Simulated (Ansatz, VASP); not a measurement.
**One calculation of Sb, two programs**

```
Sb
1.0
     2.18713    1.26274    3.84229
    -2.18713    1.26274    3.84229
     0.00000   -2.52548    3.84229
Sb
2
Cartesian
  0.0000 0.0000 3.0805
  0.0000 0.0000 8.4463
```

Alike in both runs: functional PBE; k mesh 12 × 12 × 12; occupations gaussian, width 0.1 eV; no spin polarisation.

Ansatz relaxed the structure, and its values are those at the end. VASP's run is a single point on that final structure, the one shown.

```csv
,VASP,Ansatz
version,VASP 6.6.1,Ansatz 0.2.0
potentials or method,"VASP PAW PBE potentials, release 64 (Sb), cutoff 520 eV","scalar-relativistic, plane waves, PAW"
valence electrons in the cell,10,30
```

```tsv
	VASP	Ansatz	Ansatz less VASP
gap on the k mesh at the Fermi level (eV)	none	none	-
pressure (GPa)	0.1	0.0	-0.05
rms of the force components (eV/Å)	0.022	0.001	-0.0214
```

A gap of «none» marks a metal or a gap that the smearing closes. The functional is the same, so the differences come from potentials, cutoffs and numerics. VASP's potentials hold 10 valence electrons a cell and Ansatz's 30, so a difference there can come from the potentials and not from the codes.

Neither program's run includes spin-orbit coupling.
